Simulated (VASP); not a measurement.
# Os (Fm-3m) in VASP: a series of runs, part 2 of 2

VASP 6.6.1.

**3. Single point, LDA**

This run uses another cell than the first one, of 13.88 Å³/atom.

The input, INCAR:

```
  ALGO = Normal
  EDIFF = 1E-6
  ENCUT = 560
  GGA_COMPAT = F
  ISIF = 2
  ISMEAR = -1
  LASPH = T
  LCHARG = T
  LELF = T
  LREAL = F
  LVHAR = T
  LWAVE = F
  NBANDS = 14
  NELM = 120
  PREC = Accurate
  SIGMA = 0.05
```

The input, KPOINTS:

```
k-points
0
Gamma
  21 21 21
```

The input, POSCAR:

```
Os
1.0
    0.0000000000      1.9075317738      1.9075317738
    1.9075317738      0.0000000000      1.9075317738
    1.9075317738      1.9075317738      0.0000000000
Os
1
Direct
    0.0000000000      0.0000000000      0.0000000000
```

Potentials or basis: VASP PAW LDA potentials, release 64 (Os_sv_GW).

Launch:

```sh
cat potpaw_LDA.64/Os_sv_GW/POTCAR > POTCAR
mpirun -np 1 vasp_std > vasp.out
```

OUTCAR:

```text
EDIFF = 1E-6
   ENCUT = 560
   ISIF = 2
   ISMEAR = -1
   LASPH = T
   LREAL = F
   NELM = 120
   PREC = Accurate

 ion  position               nearest neighbor table
   1  0.000  0.000  0.000-

  LATTYP: Found a face centered cubic cell.
 ALAT       =     3.8150635476

  Lattice vectors:

 A1 = (   0.0000000000,   1.9075317738,   1.9075317738)
 A2 = (   1.9075317738,   0.0000000000,   1.9075317738)
 A3 = (   1.9075317738,   1.9075317738,   0.0000000000)

Analysis of symmetry for initial positions (statically):
=====================================================================
 Subroutine PRICEL returns:
 Original cell was already a primitive cell.

 Routine SETGRP: Setting up the symmetry group for a
 face centered cubic supercell.

 Subroutine GETGRP returns: Found 48 space group operations
 (whereof 48 operations were pure point group operations)
 out of a pool of 48 trial point group operations.

The static configuration has the point symmetry O_h .

Analysis of symmetry for dynamics (positions and initial velocities):
=====================================================================
 Subroutine PRICEL returns:
 Original cell was already a primitive cell.

 Routine SETGRP: Setting up the symmetry group for a
 face centered cubic supercell.

 Subroutine GETGRP returns: Found 48 space group operations
 (whereof 48 operations were pure point group operations)
 out of a pool of 48 trial point group operations.

The dynamic configuration has the point symmetry O_h .

 Subroutine INISYM returns: Found 48 space group operations
 (whereof 48 operations are pure point group operations),
 and found     1 'primitive' translations

----------------------------------------------------------------------------------------

                                     Primitive cell

  volume of cell :      13.8818

  direct lattice vectors                    reciprocal lattice vectors
     0.000000000  1.907531774  1.907531774    -0.262118832  0.262118832  0.262118832
     1.907531774  0.000000000  1.907531774     0.262118832 -0.262118832  0.262118832
     1.907531774  1.907531774  0.000000000     0.262118832  0.262118832 -0.262118832

  length of vectors
     2.697657305  2.697657305  2.697657305     0.454003134  0.454003134  0.454003134

  position of ions in fractional coordinates (direct lattice)
     0.000000000  0.000000000  0.000000000

  ion indices of the primitive-cell ions
   primitive index   ion index
                 1           1

----------------------------------------------------------------------------------------

 KPOINTS: k-points

Automatic generation of k-mesh.
 Grid dimensions read from file:
 generate k-points for:   21   21   21

 Generating k-lattice:

  Cartesian coordinates                     Fractional coordinates (reciprocal lattice)
    -0.012481849  0.012481849  0.012481849     0.047619048  0.000000000  0.000000000
     0.012481849 -0.012481849  0.012481849     0.000000000  0.047619048  0.000000000
     0.012481849  0.012481849 -0.012481849     0.000000000  0.000000000  0.047619048

  Length of vectors
     0.021619197  0.021619197  0.021619197

  Shift w.r.t. Gamma in fractional coordinates (k-lattice)
     0.000000000  0.000000000  0.000000000

 Subroutine IBZKPT returns following result:
 ===========================================

 Found    286 irreducible k-points:

 Following reciprocal coordinates:
            Coordinates               Weight
  0.000000  0.000000  0.000000      1.000000
  0.047619  0.000000  0.000000      8.000000
  0.095238  0.000000  0.000000      8.000000
  0.142857  0.000000  0.000000      8.000000
  0.190476  0.000000  0.000000      8.000000
  0.238095  0.000000  0.000000      8.000000
[... 16 lines left out ...]
 -0.428571  0.047619  0.000000     24.000000
 -0.380952  0.047619  0.000000     24.000000
 [... further k-points ...]
   k-points           NKPTS =    286   k-points in BZ     NKDIM =    286   number of bands    NBANDS=     14
   number of dos      NEDOS =    301   number of ions     NIONS =      1
   total plane-waves  NPLWV =  13824
   dimension x,y,z NGX =    24 NGY =   24 NGZ =   24
   dimension x,y,z NGXF=    48 NGYF=   48 NGZF=   48
   ions per type =               1
   NGX,Y,Z   is equivalent  to a cutoff of  14.79, 14.79, 14.79 a.u.
   NGXF,Y,Z  is equivalent  to a cutoff of  29.58, 29.58, 29.58 a.u.
 SYSTEM =  unknown system
   PREC   = accura    normal or accurate (medium, high low for compatibility)
   ISTART =      0    job   : 0-new  1-cont  2-samecut
   ICHARG =      2    charge: 1-file 2-atom 10-const
   ISPIN  =      1    spin polarized calculation?
   LNONCOLLINEAR =      F non collinear calculations
   LSORBIT =      F    spin-orbit coupling
   LASPH  =      T    aspherical Exc in radial PAW
   ENCUT  =  560.0 eV  41.16 Ry    6.42 a.u.   5.21  5.21  5.21*2*pi/ulx,y,z
   NELM   =    120;   NELMIN=  2; NELMDL= -5     # of ELM steps
   EDIFF  = 0.1E-05   stopping-criterion for ELM
   LREAL  =      F    real-space projection
   EDIFFG = 0.1E-04   stopping-criterion for IOM
   NSW    =      0    number of steps for IOM
   IBRION =     -1    ionic relax: 0-MD 1-quasi-New 2-CG
   NFREE  =      0    steps in history (QN), initial steepest desc. (CG)
   ISIF   =      2    stress and relaxation
   ISYM   =      2    0-nonsym 1-usesym 2-fastsym
   POTIM  = 0.5000    time-step for ionic-motion
   TEBEG  =    0.0;   TEEND  =   0.0 temperature during run
   PSTRESS=    0.0 pullay stress
   NELECT =      16.0000    total number of electrons
   NUPDOWN=      -1.0000    fix difference up-down
   EMIN   =  10.00;   EMAX   =-10.00  energy-range for DOS
   EFERMI =   0.00;   METHOD = LEGACY
   ISMEAR =    -1;   SIGMA  =   0.05  broadening in eV -4-tet -1-fermi 0-gaus
   EFERMI_NEDOS =   21; number of points for ismear=-14 and -15
   IALGO  =     38    algorithm
   IMIX   =      4    mixing-type and parameters
     AMIX     =   0.40;   BMIX     =  1.00
     AMIX_MAG =   1.60;   BMIX_MAG =  1.00
  volume/ion in A,a.u.               =      13.88        93.68
  Fermi-wavevector in a.u.,A,eV,Ry     =   1.716457  3.243634 40.085841  2.946226
  Thomas-Fermi vector in A             =   2.793640
   LORBIT       =      0    0 simple, 1 ext, 2 COOP (PROOUT), +10 PAW based schemes
   GGA     = CA    functional components
   LHFCALC =     F    Hartree Fock is set to
   AEXX    =    0.0000 exact exchange contribution
   IVDW    =     0    specifies the selected vdW correction
   LEPSILON=     F    determine dielectric tensor
   LRPA    =     F    only Hartree local field effects (RPA)
 non-spin polarized calculation
  energy-cutoff  :      560.00
  volume of cell :       13.88
 maximum number of plane-waves:       432
 NGX is ok and might be reduce to    24
   NGX = 11   NGY = 11   NGZ = 11

 number of electron      16.0000000 magnetization

 Free energy of the ion-electron system (eV)
  ---------------------------------------------------
  ext. energy  EPLUGINS =         0.00000000
  ---------------------------------------------------
  free energy    TOTEN  =       -13.67020254 eV

  energy without entropy =      -13.66336791  energy(sigma->0) =      -13.66678523

 E-fermi :  13.5455     XC(G=0): -14.8613

 val. band max:       13.5274233068   @ k =   0.3333   0.2857   0.0476
 cond. band min:      13.5816484963   @ k =  -0.2857   0.1905   0.0000
 fundamental gap:      0.0542251895
 Fermi energy:        13.5455098240

 k-point     1 :       0.0000    0.0000    0.0000
  band No.  band energies     occupation
      1     -72.5427      2.00000
      2     -31.6075      2.00000
      3     -31.6075      2.00000
      4     -31.6075      2.00000
      5       2.7367      2.00000
      6      10.5163      2.00000
      7      10.5163      2.00000
      8      10.5163      2.00000
      9      13.6277      0.32370
     10      13.6277      0.32370
     11      26.9521      0.00000
     12      32.7140      0.00000
     13      32.7140      0.00000
     14      32.7140      0.00000
[... 375 lines left out ...]
 k-point    24 :      -0.3810    0.0476    0.0000
  band No.  band energies     occupation
      1     -72.4458      2.00000
      2     -32.6213      2.00000
      3     -31.7734      2.00000
      4     -31.7417      2.00000
      5       5.9126      2.00000
      6      10.4459      2.00000
      7      10.5713      2.00000
      8      11.8608      2.00000
      9      15.1866      0.00000
     10      15.9876      0.00000
     11      24.2377      0.00000
     12      27.7751      0.00000
     13      33.8742      0.00000
     14      35.0198      0.00000

 [... further k-points ...]

------------------------ aborting loop because EDIFF is reached ----------------------------------------

  FORCE on cell =-STRESS in cart. coord.  units (eV):
  Direction    XX          YY          ZZ          XY          YZ          ZX
  --------------------------------------------------------------------------------------
  -------------------------------------------------------------------------------------
  Total       -0.3383878     -0.3383878     -0.3383878      0.0000000     -0.0000000     -0.0000000
  in kB      -39.0552922    -39.0552922    -39.0552922      0.0000000     -0.0000000     -0.0000000
  external PRESSURE =     -39.0552922 kB  Pullay stress =       0.0000000 kB

 VOLUME and BASIS-vectors are now :
 -----------------------------------------------------------------------------
  energy-cutoff  :      560.00
  volume of cell :       13.88
      direct lattice vectors                 reciprocal lattice vectors
     0.000000000  1.907531774  1.907531774    -0.262118832  0.262118832  0.262118832
     1.907531774  0.000000000  1.907531774     0.262118832 -0.262118832  0.262118832
     1.907531774  1.907531774  0.000000000     0.262118832  0.262118832 -0.262118832

 POSITION                                       TOTAL-FORCE (eV/Angst)
 -----------------------------------------------------------------------------------
      0.00000      0.00000      0.00000         0.000000      0.000000      0.000000
 -----------------------------------------------------------------------------------
    total drift:                                0.000000      0.000000      0.000000

  FREE ENERGIE OF THE ION-ELECTRON SYSTEM (eV)
  ---------------------------------------------------
  free  energy   TOTEN  =       -13.6702025377 eV

  energy  without entropy=      -13.6633679138  energy(sigma->0) =      -13.66678523
```

OSZICAR:

```text
N       E                     dE             d eps       ncg     rms          rms(c)
DAV:   1     0.951660754180E+02    0.95166E+02   -0.11305E+04  8230   0.130E+03
DAV:   2    -0.133045579983E+02   -0.10847E+03   -0.10329E+03 10240   0.360E+02
DAV:   3    -0.148849787774E+02   -0.15804E+01   -0.15749E+01  8776   0.391E+01
DAV:   4    -0.148871100581E+02   -0.21313E-02   -0.21312E-02  9478   0.184E+00
DAV:   5    -0.148871135790E+02   -0.35209E-05   -0.35228E-05  8812   0.701E-02    0.770E+01
DAV:   6    -0.138168280330E+02    0.10703E+01   -0.11653E+00  8518   0.110E+01    0.408E+01
DAV:   7    -0.136850260181E+02    0.13180E+00   -0.45919E-01  9016   0.651E+00    0.847E+00
DAV:   8    -0.136704130900E+02    0.14613E-01   -0.51075E-02  8152   0.271E+00    0.523E-01
DAV:   9    -0.136703122796E+02    0.10081E-03   -0.61960E-04  9082   0.273E-01    0.608E-01
DAV:  10    -0.136702023534E+02    0.10993E-03   -0.18344E-04  8344   0.188E-01    0.369E-01
DAV:  11    -0.136702025377E+02   -0.18424E-06   -0.93938E-07  6596   0.133E-02
   1 F= -.13670203E+02 E0= -.13666785E+02  d E =-.683462E-02
```

Run time: 17 s. Hardware: 1 thread of Intel Xeon 6975P-C (Granite Rapids), shared host; peak memory 0.18 GiB.

Results:

```yaml
Free_energy: -13.6702 eV
Pressure: -3.9 GPa
Band_gap_on_the_k_mesh: zero (bands 8 and 9 overlap by 4.19 eV)
```

Caveat: the cell stands under tension; spin-orbit coupling is left out, which moves the levels of the heavy elements.

**4. Single point, LDA**

The input, INCAR:

```
PREC = Accurate
ENCUT = 560
EDIFF = 1E-6
ISMEAR = -1
SIGMA = 0.05
LREAL = False
LASPH = True
NELM = 120
ALGO = Normal
ISIF = 2
LWAVE = False
LCHARG = False
GGA = CA
NBANDS = 14
GGA_COMPAT = False
```

The input, KPOINTS:

```
Automatic mesh
0
Gamma
  21 21 21
```

The input, POSCAR:

```
Os
1.0
    0.0000000000      1.9012153971      1.9012153971
    1.9012153971      0.0000000000      1.9012153971
    1.9012153971      1.9012153971      0.0000000000
Os
1
Direct
    0.0000000000      0.0000000000      0.0000000000
```

Potentials or basis: VASP PAW LDA potentials, release 64 (Os_sv_GW).

Launch:

```sh
cat potpaw_LDA.64/Os_sv_GW/POTCAR > POTCAR
mpirun -np 1 vasp_std > vasp.out
```

OUTCAR:

```text
PREC = Accurate
   ENCUT = 560
   EDIFF = 1E-6
   ISMEAR = -1
   LREAL = False
   LASPH = True
   NELM = 120
   ISIF = 2
   GGA = CA

 ion  position               nearest neighbor table
   1  0.000  0.000  0.000-

  LATTYP: Found a face centered cubic cell.
 ALAT       =     3.8024307942

  Lattice vectors:

 A1 = (   0.0000000000,   1.9012153971,   1.9012153971)
 A2 = (   1.9012153971,   0.0000000000,   1.9012153971)
 A3 = (   1.9012153971,   1.9012153971,   0.0000000000)

Analysis of symmetry for initial positions (statically):
=====================================================================
 Subroutine PRICEL returns:
 Original cell was already a primitive cell.

 Routine SETGRP: Setting up the symmetry group for a
 face centered cubic supercell.

 Subroutine GETGRP returns: Found 48 space group operations
 (whereof 48 operations were pure point group operations)
 out of a pool of 48 trial point group operations.

The static configuration has the point symmetry O_h .

Analysis of symmetry for dynamics (positions and initial velocities):
[... 168 lines left out ...]
      3     -31.4150      2.00000
      4     -31.4150      2.00000
      5       2.8414      2.00000
      6      10.6618      2.00000
      7      10.6618      2.00000
      8      10.6618      2.00000
      9      13.8209      0.30464
     10      13.8209      0.30464
     11      27.1233      0.00000
     12      32.9422      0.00000
     13      32.9422      0.00000
     14      32.9422      0.00000
[... 377 lines left out ...]
      1     -72.2629      2.00000
      2     -32.4642      2.00000
      3     -31.5864      2.00000
      4     -31.5536      2.00000
      5       6.0181      2.00000
      6      10.5886      2.00000
      7      10.7158      2.00000
      8      12.0407      2.00000
      9      15.4020      0.00000
     10      16.2169      0.00000
     11      24.5287      0.00000
     12      27.9961      0.00000
     13      34.1708      0.00000
     14      35.3210      0.00000

 [... further k-points ...]

------------------------ aborting loop because EDIFF is reached ----------------------------------------

  FORCE on cell =-STRESS in cart. coord.  units (eV):
  Direction    XX          YY          ZZ          XY          YZ          ZX
  --------------------------------------------------------------------------------------
  -------------------------------------------------------------------------------------
  Total        0.0382144      0.0382144      0.0382144      0.0000000      0.0000000      0.0000000
  in kB        4.4546543      4.4546543      4.4546543      0.0000000      0.0000000      0.0000000
  external PRESSURE =       4.4546543 kB  Pullay stress =       0.0000000 kB

 VOLUME and BASIS-vectors are now :
 -----------------------------------------------------------------------------
  energy-cutoff  :      560.00
  volume of cell :       13.74
      direct lattice vectors                 reciprocal lattice vectors
     0.000000000  1.901215397  1.901215397    -0.262989665  0.262989665  0.262989665
     1.901215397  0.000000000  1.901215397     0.262989665 -0.262989665  0.262989665
     1.901215397  1.901215397  0.000000000     0.262989665  0.262989665 -0.262989665

 POSITION                                       TOTAL-FORCE (eV/Angst)
 -----------------------------------------------------------------------------------
      0.00000      0.00000      0.00000        -0.000000     -0.000000     -0.000000
 -----------------------------------------------------------------------------------
    total drift:                                0.000000     -0.000000      0.000000

  FREE ENERGIE OF THE ION-ELECTRON SYSTEM (eV)
  ---------------------------------------------------
  free  energy   TOTEN  =       -13.6701744330 eV

  energy  without entropy=      -13.6634585842  energy(sigma->0) =      -13.66681651
```

OSZICAR:

```text
N       E                     dE             d eps       ncg     rms          rms(c)
DAV:   1     0.941037616573E+02    0.94104E+02   -0.11392E+04  8276   0.130E+03
DAV:   2    -0.132851785490E+02   -0.10739E+03   -0.10191E+03 10156   0.359E+02
DAV:   3    -0.148626462661E+02   -0.15775E+01   -0.15701E+01  8938   0.390E+01
DAV:   4    -0.148648802102E+02   -0.22339E-02   -0.22339E-02  9358   0.183E+00
DAV:   5    -0.148648837143E+02   -0.35042E-05   -0.35062E-05  8944   0.693E-02    0.777E+01
DAV:   6    -0.138162001494E+02    0.10487E+01   -0.11323E+00  8548   0.109E+01    0.413E+01
DAV:   7    -0.136849020096E+02    0.13130E+00   -0.45631E-01  9010   0.653E+00    0.838E+00
DAV:   8    -0.136703724271E+02    0.14530E-01   -0.50480E-02  8158   0.270E+00    0.549E-01
DAV:   9    -0.136702823788E+02    0.90048E-04   -0.61745E-04  9076   0.271E-01    0.606E-01
DAV:  10    -0.136701742536E+02    0.10813E-03   -0.18188E-04  8314   0.188E-01    0.371E-01
DAV:  11    -0.136701744330E+02   -0.17946E-06   -0.95040E-07  6590   0.134E-02
   1 F= -.13670174E+02 E0= -.13666817E+02  d E =-.671585E-02
```

stdout:

```text
POSCAR found type information on POSCAR Os
 POSCAR found :  1 types and       1 ions
 scaLAPACK will be used
 LDA part: xc-table for (Slater(with rela. corr.)+CA(PZ))
 , standard interpolation
 POSCAR, INCAR and KPOINTS ok, starting setup
 FFT: planning ... GRIDC
 FFT: planning ... GRID_SOFT
 FFT: planning ... GRID
 WAVECAR not read
 entering main loop
```

Wall time 38 s (1 thread of Intel Xeon Platinum 8259CL at 2.50GHz (Skylake/Cascade Lake), shared host); peak memory 0.19 GiB.

What came out:

```
Free energy            : -13.6702 eV
Pressure               : 0.4 GPa
Band gap on the k mesh : zero (bands 8 and 9 overlap by 4.25 eV)
```

Caveat: spin-orbit coupling is left out, which moves the levels of the heavy elements.

**5. Single point, LDA**

The input, INCAR:

```
SYSTEM = Os
ALGO = Normal
EDIFF = 1E-6
ENCUT = 560
GGA_COMPAT = .False.
ISIF = 2
ISMEAR = -1
LASPH = .True.
LCHARG = .False.
LREAL = .False.
LWAVE = .False.
NBANDS = 14
NELM = 120
PREC = Accurate
SIGMA = 0.05
```

The input, KPOINTS:

```
k-points
0
Gamma
  21 21 21
  0 0 0
```

POSCAR is that of step 4.

Launch:

```sh
cat potpaw_LDA.64/Os_sv_GW/POTCAR > POTCAR
mpirun -np 1 vasp_std > vasp.out
```

It took 42 s on 1 thread of Intel Xeon Platinum 8488C (Sapphire Rapids), shared host; peak memory 0.19 GiB.

Results (log left out):

```yaml
Free_energy: -13.6702 eV
Pressure: 0.4 GPa
Band_gap_on_the_k_mesh: zero (bands 8 and 9 overlap by 4.25 eV)
```

Levels at points of the mesh, in eV from the Fermi level:
```tsv
k point	band 5	band 6	band 7	band 8	band 9	band 10	band 11	band 12
(0.00, 0.00, 0.00)	-10.89	-3.07	-3.07	-3.07	0.09	0.09	13.39	19.21
```

Caveat: spin-orbit coupling is left out, which moves the levels of the heavy elements.

**6. Summary**

| task | potentials or basis | cell | cutoff (eV) | gap on the mesh (eV) | pressure (GPa) |
| --- | --- | --- | --- | --- | --- |
| relaxation of cell and atoms | VASP PAW LDA potentials, release 64 (Os) | relaxed from a = 2.689 Å, angles 60.0°, 1 atom | 600 | none | 0.0 |
| single point | VASP PAW LDA potentials, release 64 (Os_sv_GW) | a = 2.698 Å, angles 60.0°, 1 atom | 560 | none | -3.9 |
| single point | VASP PAW LDA potentials, release 64 (Os_sv_GW) | a = 2.689 Å, angles 60.0°, 1 atom | 560 | none | 0.4 |

Alike in all rows: level LDA; no spin polarisation; k mesh 21 × 21 × 21; smearing fermi-dirac 0.05 eV.

Caveats: spin-orbit coupling is left out, which moves the levels of the heavy elements; the cell stands under tension (at least some runs).

Absolute energies hang on the potentials; compare differences alone.

The gap in the log of VASP goes by the Fermi energy; the results here count the filled bands.